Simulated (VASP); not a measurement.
Input of a VASP 6.6.1 run:

File INCAR:

```
SYSTEM = SnO2
PREC = Accurate
ENCUT = 520
EDIFF = 1E-6
ISMEAR = -1
SIGMA = 0.05
LREAL = .FALSE.
LASPH = .TRUE.
NELM = 80
ALGO = Normal
ISIF = 2
LWAVE = .FALSE.
LCHARG = .TRUE.
LELF = .TRUE.
LVHAR = .TRUE.
NBANDS = 20
```

The input KPOINTS:

```
Automatic mesh
0
G
  9 9 9
  0 0 0
```

POSCAR

```
SnO2
1.0
    0.0000000000      2.5568733049      2.5568733049
    2.5568733049      0.0000000000      2.5568733049
    2.5568733049      2.5568733049      0.0000000000
Sn O
1 2
Direct
    0.0000000000      0.0000000000      0.0000000000
    0.7500000000      0.7500000000      0.7500000000
    0.2500000000      0.2500000000      0.2500000000
```

Potentials or basis: VASP PAW LDA potentials, release 64 (Sn_d, O).

Launch:

```bash
$ cat potpaw_LDA.64/Sn_d/POTCAR potpaw_LDA.64/O/POTCAR > POTCAR
$ mpirun -np 1 vasp_std > vasp.out
```

(1) What does it give for the pressure?

Answers

(1) -7.9 GPa.
